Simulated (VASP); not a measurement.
Wanted: the native input for a VASP 6.6.1 run.

- Task: single point
- Functional: PBE
- Potentials or basis: VASP PAW PBE potentials, release 64 (Zn, Cd, Se)
- Cutoff: 520 eV
- k mesh: 12 × 12 × 2
- Occupations: gaussian, width 0.02 eV
- Spin: no spin polarisation
- Dipole correction: no
- Further INCAR settings: ALGO = Normal; EDIFF = 1e-07; NBANDS = 66

The structure of ZnCd2Se3 lies in POSCAR:

```
ZnCd2Se3
1.0
    4.2619152893      0.0000000289      0.0000000000
   -2.1309576696      3.6909268949      0.0000000000
    0.0000000000      0.0000000000     21.0884832000
Zn Cd Se
2 4 6
Direct
    0.0000000000      0.0000000000      0.5047870000
    0.0000000000      0.0000000000      0.8312250000
    0.6666666667      0.3333333333      0.9956990000
    0.6666666667      0.3333333333      0.3430530000
    0.6666666667      0.3333333333      0.6694620000
    0.0000000000      0.0000000000      0.1692770000
    0.6666666667      0.3333333333      0.1223340000
    0.6666666667      0.3333333333      0.4701240000
    0.6666666667      0.3333333333      0.7965360000
    0.0000000000      0.0000000000      0.2959050000
    0.0000000000      0.0000000000      0.6225770000
    0.0000000000      0.0000000000      0.9490200000
```

One way to write it, as run:

INCAR

```
ALGO = Normal
EDIFF = 1E-7
ENCUT = 520
GGA = PE
ISIF = 2
ISMEAR = 0
LASPH = T
LCHARG = F
LREAL = F
LWAVE = F
NBANDS = 66
NELM = 60
PREC = Accurate
SIGMA = 0.02
```

KPOINTS

```
k-points
0
Gamma
  12 12 2
```

Potentials or basis: VASP PAW PBE potentials, release 64 (Zn, Cd, Se).

The run is started by

```bash
$ cat potpaw_PBE.64/Zn/POTCAR potpaw_PBE.64/Cd/POTCAR potpaw_PBE.64/Se/POTCAR > POTCAR
$ mpirun -np 1 vasp_std > vasp.out
```

Results of the run:

```
Pressure               : 0.2 GPa
Largest force          : 0.014 eV/Å
Band gap on the k mesh : 0.57 eV
```

Run time: 15 min on 1 thread of Intel(R) Xeon(R) Platinum 8488C (Sapphire Rapids) (shared host), peak memory 0.85 GiB.
